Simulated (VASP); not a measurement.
# Na (Im-3m) in VASP: notebook, part 2 of 2

VASP 6.6.1. Earlier steps stand in the parts before.

## Step 4: Electric field gradients, PBE (36.46 Å³/atom)

This run uses another cell than the first one, of 36.46 Å³/atom.

Contents of INCAR:

```
SYSTEM = Na
ALGO = Normal
EDIFF = 1E-8
ENCUT = 400
GGA = PE
GGA_COMPAT = .FALSE.
ISIF = 2
ISMEAR = -1
LASPH = .TRUE.
LCHARG = .FALSE.
LEFG = .TRUE.
LREAL = .FALSE.
LWAVE = .FALSE.
NBANDS = 10
NELM = 120
PREC = Accurate
SIGMA = 0.05
```

Contents of KPOINTS:

```
k-points
0
G
  12 12 12
  0 0 0
```

Contents of POSCAR:

```
Na
1.0
   -2.0888816270      2.0888816270      2.0888816270
    2.0888816270     -2.0888816270      2.0888816270
    2.0888816270      2.0888816270     -2.0888816270
Na
1
Direct
    0.0000000000      0.0000000000      0.0000000000
```

Potentials or basis: VASP PAW PBE potentials, release 64 (Na_pv).

Command:

```bash
> cat potpaw_PBE.64/Na_pv/POTCAR > POTCAR
> mpirun -np 1 vasp_std > vasp.out
```

OUTCAR:

```text
SYSTEM = Na
   EDIFF = 1E-8
   ENCUT = 400
   GGA = PE
   ISIF = 2
   ISMEAR = -1
   LASPH = .TRUE.
   LREAL = .FALSE.
   NELM = 120
   PREC = Accurate

 ion  position               nearest neighbor table
   1  0.000  0.000  0.000-

  LATTYP: Found a body centered cubic cell.
 ALAT       =     4.1777632540

  Lattice vectors:

 A1 = (  -2.0888816270,   2.0888816270,   2.0888816270)
 A2 = (   2.0888816270,  -2.0888816270,   2.0888816270)
 A3 = (   2.0888816270,   2.0888816270,  -2.0888816270)

Analysis of symmetry for initial positions (statically):
=====================================================================
 Subroutine PRICEL returns:
 Original cell was already a primitive cell.

 Routine SETGRP: Setting up the symmetry group for a
 body centered cubic supercell.

 Subroutine GETGRP returns: Found 48 space group operations
 (whereof 48 operations were pure point group operations)
 out of a pool of 48 trial point group operations.

The static configuration has the point symmetry O_h .

Analysis of symmetry for dynamics (positions and initial velocities):
=====================================================================
 Subroutine PRICEL returns:
 Original cell was already a primitive cell.

 Routine SETGRP: Setting up the symmetry group for a
 body centered cubic supercell.

 Subroutine GETGRP returns: Found 48 space group operations
 (whereof 48 operations were pure point group operations)
 out of a pool of 48 trial point group operations.

The dynamic configuration has the point symmetry O_h .

 Subroutine INISYM returns: Found 48 space group operations
 (whereof 48 operations are pure point group operations),
 and found     1 'primitive' translations
[... 156 lines left out ...]
      8      13.2268      0.00000
      9      13.2268      0.00000
     10      13.7907      0.00000
[... 287 lines left out ...]
 k-point    24 :       0.4167    0.0833    0.0833
  band No.  band energies     occupation
      1     -24.5437      2.00000
      2     -24.5224      2.00000
      3     -24.5107      2.00000
      4       1.3558      0.00000
      5       1.8463      0.00000
      6       6.6531      0.00000
      7       7.7933      0.00000
      8      12.1974      0.00000
      9      13.0109      0.00000
     10      16.8976      0.00000

 [... further k-points ...]

------------------------ aborting loop because EDIFF is reached ----------------------------------------

  FORCE on cell =-STRESS in cart. coord.  units (eV):
  Direction    XX          YY          ZZ          XY          YZ          ZX
  --------------------------------------------------------------------------------------
  -------------------------------------------------------------------------------------
  Total       -0.0154760     -0.0154760     -0.0154760      0.0000000      0.0000000      0.0000000
  in kB       -0.6800942     -0.6800942     -0.6800942      0.0000000      0.0000000      0.0000000
  external PRESSURE =      -0.6800942 kB  Pullay stress =       0.0000000 kB

 VOLUME and BASIS-vectors are now :
 -----------------------------------------------------------------------------
  energy-cutoff  :      400.00
  volume of cell :       36.46
      direct lattice vectors                 reciprocal lattice vectors
    -2.088881627  2.088881627  2.088881627     0.000000000  0.239362534  0.239362534
     2.088881627 -2.088881627  2.088881627     0.239362534  0.000000000  0.239362534
     2.088881627  2.088881627 -2.088881627     0.239362534  0.239362534  0.000000000

 POSITION                                       TOTAL-FORCE (eV/Angst)
 -----------------------------------------------------------------------------------
      0.00000      0.00000      0.00000        -0.000000      0.000000     -0.000000
 -----------------------------------------------------------------------------------
    total drift:                               -0.000000     -0.000000      0.000000

  FREE ENERGIE OF THE ION-ELECTRON SYSTEM (eV)
  ---------------------------------------------------
  free  energy   TOTEN  =        -1.3110076486 eV

  energy  without entropy=       -1.3056821099  energy(sigma->0) =       -1.30834488

 Electric field gradients (V/A^2)
---------------------------------------------------------------------
 ion       V_xx      V_yy      V_zz      V_xy      V_xz      V_yz
---------------------------------------------------------------------
   1       0.000     0.000     0.000    -0.009    -0.009    -0.009
---------------------------------------------------------------------

 Electric field gradients after diagonalization (V/A^2)
 (convention: |V_zz| > |V_xx| > |V_yy|)
----------------------------------------------------------------------
 ion       V_xx      V_yy      V_zz     asymmetry (V_yy - V_xx)/ V_zz
----------------------------------------------------------------------
   1       0.009     0.009    -0.017       0.000
----------------------------------------------------------------------

           NMR quadrupolar parameters

 Cq : quadrupolar parameter    Cq=e*Q*V_zz/h
 eta: asymmetry parameters     (V_yy - V_xx)/ V_zz
 Q  : nuclear electric quadrupole moment in mb (millibarn)
----------------------------------------------------------------------
 ion       Cq(MHz)       eta       Q (mb)
----------------------------------------------------------------------
   1      -0.000       0.000       1.000
----------------------------------------------------------------------
```

OSZICAR:

```text
N       E                     dE             d eps       ncg     rms          rms(c)
DAV:   1     0.241818556941E+02    0.24182E+02   -0.34077E+03  1448   0.478E+02
DAV:   2    -0.811179589740E+00   -0.24993E+02   -0.24807E+02  1502   0.130E+02
DAV:   3    -0.130735109850E+01   -0.49617E+00   -0.49594E+00  1784   0.204E+01
DAV:   4    -0.131150758281E+01   -0.41565E-02   -0.41563E-02  1736   0.186E+00
DAV:   5    -0.131156710132E+01   -0.59519E-04   -0.59518E-04  1660   0.214E-01    0.209E-01
DAV:   6    -0.131123318361E+01    0.33392E-03   -0.49082E-04  1684   0.265E-01    0.140E-01
DAV:   7    -0.131101511548E+01    0.21807E-03   -0.98238E-04  1626   0.309E-01    0.151E-02
DAV:   8    -0.131100781685E+01    0.72986E-05   -0.42469E-05  1778   0.106E-01    0.279E-03
DAV:   9    -0.131100780961E+01    0.72373E-08   -0.33763E-07  1734   0.673E-03    0.111E-03
DAV:  10    -0.131100762700E+01    0.18262E-06   -0.55419E-08  1690   0.310E-03    0.117E-04
DAV:  11    -0.131100764648E+01   -0.19481E-07   -0.11154E-09   962   0.254E-04    0.108E-05
DAV:  12    -0.131100764861E+01   -0.21333E-08   -0.88689E-11   846   0.963E-05
   1 F= -.13110076E+01 E0= -.13083449E+01  d E =-.532554E-02
```

stdout:

```text
POSCAR found type information on POSCAR Na
 POSCAR found :  1 types and       1 ions
 scaLAPACK will be used
 LDA part: xc-table for (Slater+PW92), standard interpolation
 POSCAR, INCAR and KPOINTS ok, starting setup
 FFT: planning ... GRIDC
 FFT: planning ... GRID_SOFT
 FFT: planning ... GRID
 WAVECAR not read
 entering main loop
ion   1
```

Wall time 9.6 s (1 thread of AMD EPYC 7R13 (Zen 3), shared host); peak memory 0.1 GiB.

What came out:

```
Free energy                             : -1.3110 eV
Pressure                                : -0.1 GPa
Band gap on the k mesh                  : zero (an odd number of electrons rules out a gap without spin polarisation)
Largest electric field gradient by atom : zero within the noise of the run
```

Levels at points of the mesh, in eV from the Fermi level:
```csv
k point,band 1,band 2,band 3,band 4,band 5,band 6
"(0.00, 0.00, 0.00)",-24.85,-24.85,-24.85,-3.28,11.88,11.88
"(0.50, 0.00, 0.00)",-24.89,-24.86,-24.85,0.80,1.27,8.31
"(0.50, 0.50, 0.50)",-24.88,-24.88,-24.88,4.58,4.58,4.99
```

## Step 5: Electric field gradients, PBE (37.22 Å³/atom)

This run uses another cell than the first one, of 37.22 Å³/atom.

Contents of INCAR:

```
PREC = Accurate
ENCUT = 400
EDIFF = 1E-8
ISMEAR = -1
SIGMA = 0.05
LREAL = F
LASPH = T
NELM = 120
ALGO = Normal
ISIF = 2
LWAVE = F
LCHARG = F
GGA = PE
LEFG = T
NBANDS = 10
GGA_COMPAT = F
```

Contents of KPOINTS:

```
regular mesh
0
Gamma
  12 12 12
```

Contents of POSCAR:

```
Na
1.0
   -2.1032881624      2.1032881624      2.1032881624
    2.1032881624     -2.1032881624      2.1032881624
    2.1032881624      2.1032881624     -2.1032881624
Na
1
Direct
    0.0000000000      0.0000000000      0.0000000000
```

Potentials or basis: VASP PAW PBE potentials, release 64 (Na_pv).

Command:

```bash
> cat potpaw_PBE.64/Na_pv/POTCAR > POTCAR
> mpirun -np 1 vasp_std > vasp.out
```

OUTCAR:

```text
PREC = Accurate
   ENCUT = 400
   EDIFF = 1E-8
   ISMEAR = -1
   LREAL = F
   LASPH = T
   NELM = 120
   ISIF = 2
   GGA = PE

 ion  position               nearest neighbor table
   1  0.000  0.000  0.000-

  LATTYP: Found a body centered cubic cell.
 ALAT       =     4.2065763248

  Lattice vectors:

 A1 = (  -2.1032881624,   2.1032881624,   2.1032881624)
 A2 = (   2.1032881624,  -2.1032881624,   2.1032881624)
 A3 = (   2.1032881624,   2.1032881624,  -2.1032881624)

Analysis of symmetry for initial positions (statically):
=====================================================================
 Subroutine PRICEL returns:
 Original cell was already a primitive cell.

 Routine SETGRP: Setting up the symmetry group for a
 body centered cubic supercell.

 Subroutine GETGRP returns: Found 48 space group operations
 (whereof 48 operations were pure point group operations)
 out of a pool of 48 trial point group operations.

The static configuration has the point symmetry O_h .

Analysis of symmetry for dynamics (positions and initial velocities):
=====================================================================
 Subroutine PRICEL returns:
 Original cell was already a primitive cell.

 Routine SETGRP: Setting up the symmetry group for a
 body centered cubic supercell.

 Subroutine GETGRP returns: Found 48 space group operations
 (whereof 48 operations were pure point group operations)
 out of a pool of 48 trial point group operations.

[... 156 lines left out ...]
      3     -24.5840      2.00000
      4      -2.9539      2.00000
      5      12.0222      0.00000
      6      12.0222      0.00000
      7      12.0222      0.00000
      8      13.0210      0.00000
      9      13.0210      0.00000
     10      13.5761      0.00000
[... 287 lines left out ...]
 k-point    24 :       0.4167    0.0833    0.0833
  band No.  band energies     occupation
      1     -24.6167      2.00000
      2     -24.5971      2.00000
      3     -24.5860      2.00000
      4       1.2885      0.00000
      5       1.7613      0.00000
      6       6.5246      0.00000
      7       7.6119      0.00000
      8      11.9940      0.00000
      9      12.7769      0.00000
     10      16.6414      0.00000

 [... further k-points ...]

------------------------ aborting loop because EDIFF is reached ----------------------------------------

  FORCE on cell =-STRESS in cart. coord.  units (eV):
  Direction    XX          YY          ZZ          XY          YZ          ZX
  --------------------------------------------------------------------------------------
  -------------------------------------------------------------------------------------
  Total       -0.0525771     -0.0525771     -0.0525771      0.0000000      0.0000000     -0.0000000
  in kB       -2.2633476     -2.2633476     -2.2633476      0.0000000      0.0000000     -0.0000000
  external PRESSURE =      -2.2633476 kB  Pullay stress =       0.0000000 kB

 VOLUME and BASIS-vectors are now :
 -----------------------------------------------------------------------------
  energy-cutoff  :      400.00
  volume of cell :       37.22
      direct lattice vectors                 reciprocal lattice vectors
    -2.103288162  2.103288162  2.103288162     0.000000000  0.237723013  0.237723013
     2.103288162 -2.103288162  2.103288162     0.237723013  0.000000000  0.237723013
     2.103288162  2.103288162 -2.103288162     0.237723013  0.237723013  0.000000000

 POSITION                                       TOTAL-FORCE (eV/Angst)
 -----------------------------------------------------------------------------------
      0.00000      0.00000      0.00000        -0.000000      0.000000      0.000000
 -----------------------------------------------------------------------------------
    total drift:                               -0.000000     -0.000000      0.000000

  FREE ENERGIE OF THE ION-ELECTRON SYSTEM (eV)
  ---------------------------------------------------
  free  energy   TOTEN  =        -1.3111642728 eV

  energy  without entropy=       -1.3058004755  energy(sigma->0) =       -1.30848237

 Electric field gradients (V/A^2)
---------------------------------------------------------------------
 ion       V_xx      V_yy      V_zz      V_xy      V_xz      V_yz
---------------------------------------------------------------------
   1       0.000     0.000     0.000    -0.007    -0.007    -0.007
---------------------------------------------------------------------

 Electric field gradients after diagonalization (V/A^2)
 (convention: |V_zz| > |V_xx| > |V_yy|)
----------------------------------------------------------------------
 ion       V_xx      V_yy      V_zz     asymmetry (V_yy - V_xx)/ V_zz
----------------------------------------------------------------------
   1       0.007     0.007    -0.014       0.000
----------------------------------------------------------------------

           NMR quadrupolar parameters

 Cq : quadrupolar parameter    Cq=e*Q*V_zz/h
 eta: asymmetry parameters     (V_yy - V_xx)/ V_zz
 Q  : nuclear electric quadrupole moment in mb (millibarn)
----------------------------------------------------------------------
 ion       Cq(MHz)       eta       Q (mb)
----------------------------------------------------------------------
   1      -0.000       0.000       1.000
----------------------------------------------------------------------
```

OSZICAR:

```text
N       E                     dE             d eps       ncg     rms          rms(c)
DAV:   1     0.253515427578E+02    0.25352E+02   -0.34262E+03  1448   0.501E+02
DAV:   2    -0.767659136284E+00   -0.26119E+02   -0.26016E+02  1484   0.138E+02
DAV:   3    -0.130767230780E+01   -0.54001E+00   -0.53973E+00  1808   0.216E+01
DAV:   4    -0.131160841110E+01   -0.39361E-02   -0.39359E-02  1690   0.173E+00
DAV:   5    -0.131165903592E+01   -0.50625E-04   -0.50624E-04  1660   0.200E-01    0.208E-01
DAV:   6    -0.131135977070E+01    0.29927E-03   -0.48673E-04  1708   0.264E-01    0.140E-01
DAV:   7    -0.131117198351E+01    0.18779E-03   -0.98562E-04  1598   0.309E-01    0.150E-02
DAV:   8    -0.131116434990E+01    0.76336E-05   -0.43049E-05  1806   0.107E-01    0.283E-03
DAV:   9    -0.131116440384E+01   -0.53942E-07   -0.34797E-07  1710   0.701E-03    0.113E-03
DAV:  10    -0.131116425501E+01    0.14883E-06   -0.53853E-08  1690   0.298E-03    0.121E-04
DAV:  11    -0.131116427091E+01   -0.15904E-07   -0.11433E-09   950   0.255E-04    0.111E-05
DAV:  12    -0.131116427277E+01   -0.18518E-08   -0.84466E-11   878   0.912E-05
   1 F= -.13111643E+01 E0= -.13084824E+01  d E =-.536380E-02
```

stdout:

```text
POSCAR found type information on POSCAR Na
 POSCAR found :  1 types and       1 ions
 scaLAPACK will be used
 LDA part: xc-table for (Slater+PW92), standard interpolation
 POSCAR, INCAR and KPOINTS ok, starting setup
 FFT: planning ... GRIDC
 FFT: planning ... GRID_SOFT
 FFT: planning ... GRID
 WAVECAR not read
 entering main loop
ion   1
```

It took 9.7 s on 1 thread of AMD EPYC 7R13 (Zen 3), shared host; peak memory 0.11 GiB.

Results:

| Property | Result |
| --- | --- |
| Free energy | -1.3112 eV |
| Pressure | -0.2 GPa |
| Band gap on the k mesh | zero (an odd number of electrons rules out a gap without spin polarisation) |
| Largest electric field gradient by atom | zero within the noise of the run |

## Step 6: Electric field gradients, PBE (37.22 Å³/atom)

This run uses another cell than the first one, of 37.22 Å³/atom.

Contents of INCAR:

```
SYSTEM = Na
ALGO = Normal ; EDIFF = 1E-8
ENCUT = 400 ; GGA = PE
GGA_COMPAT = .False. ; ISIF = 2
ISMEAR = -1 ; LASPH = .True.
LCHARG = .False. ; LEFG = .True.
LREAL = .False. ; LWAVE = .False.
NBANDS = 10 ; NELM = 120
PREC = Accurate ; SIGMA = 0.05
```

Contents of KPOINTS:

```
k-points
0
Gamma
  12 12 12
  0 0 0
```

POSCAR is that of step 5.

Potentials or basis: VASP PAW PBE potentials, release 64 (Na_pv).

Command:

```bash
> cat potpaw_PBE.64/Na_pv/POTCAR > POTCAR
> mpirun -np 1 vasp_std > vasp.out
```

OUTCAR:

```text
SYSTEM = Na
   EDIFF = 1E-8
   ENCUT = 400
   GGA = PE
   ISIF = 2
   ISMEAR = -1
   LASPH = .True.
   LREAL = .False.
   NELM = 120
   PREC = Accurate

 ion  position               nearest neighbor table
   1  0.000  0.000  0.000-

  LATTYP: Found a body centered cubic cell.
 ALAT       =     4.2065763248

  Lattice vectors:

 A1 = (  -2.1032881624,   2.1032881624,   2.1032881624)
 A2 = (   2.1032881624,  -2.1032881624,   2.1032881624)
 A3 = (   2.1032881624,   2.1032881624,  -2.1032881624)

[... 515 lines left out ...]
    total drift:                               -0.000000     -0.000000      0.000000

  FREE ENERGIE OF THE ION-ELECTRON SYSTEM (eV)
  ---------------------------------------------------
  free  energy   TOTEN  =        -1.3111642728 eV

  energy  without entropy=       -1.3058004755  energy(sigma->0) =       -1.30848237

 Electric field gradients (V/A^2)
---------------------------------------------------------------------
 ion       V_xx      V_yy      V_zz      V_xy      V_xz      V_yz
---------------------------------------------------------------------
   1       0.000     0.000     0.000    -0.007    -0.007    -0.007
---------------------------------------------------------------------

 Electric field gradients after diagonalization (V/A^2)
 (convention: |V_zz| > |V_xx| > |V_yy|)
----------------------------------------------------------------------
 ion       V_xx      V_yy      V_zz     asymmetry (V_yy - V_xx)/ V_zz
----------------------------------------------------------------------
   1       0.007     0.007    -0.014       0.000
----------------------------------------------------------------------

           NMR quadrupolar parameters

 Cq : quadrupolar parameter    Cq=e*Q*V_zz/h
 eta: asymmetry parameters     (V_yy - V_xx)/ V_zz
 Q  : nuclear electric quadrupole moment in mb (millibarn)
----------------------------------------------------------------------
 ion       Cq(MHz)       eta       Q (mb)
----------------------------------------------------------------------
   1      -0.000       0.000       1.000
----------------------------------------------------------------------
```

It took 9.8 s on 1 thread of AMD EPYC 7R13 (Zen 3), shared host; peak memory 0.1 GiB.

What came out:

| Item | Value |
| --- | --- |
| Free energy | -1.3112 eV |
| Pressure | -0.2 GPa |
| Band gap on the k mesh | zero (an odd number of electrons rules out a gap without spin polarisation) |
| Largest electric field gradient by atom | zero within the noise of the run |

## Step 7: Summary

```csv
cell,gap on the mesh (eV),pressure (GPa)
"a = 3.593 Å, angles 109.5°, 1 atom",none,0.1
"a = 3.618 Å, angles 109.5°, 1 atom",none,-0.1
"a = 3.643 Å, angles 109.5°, 1 atom",none,-0.2
```

Alike in all rows: task electric field gradients; level PBE; potentials or basis VASP PAW PBE potentials, release 64 (Na_pv); no spin polarisation; k mesh 12 × 12 × 12; cutoff (eV) 400; smearing fermi-dirac 0.05 eV.

Absolute energies hang on the potentials; compare differences alone.
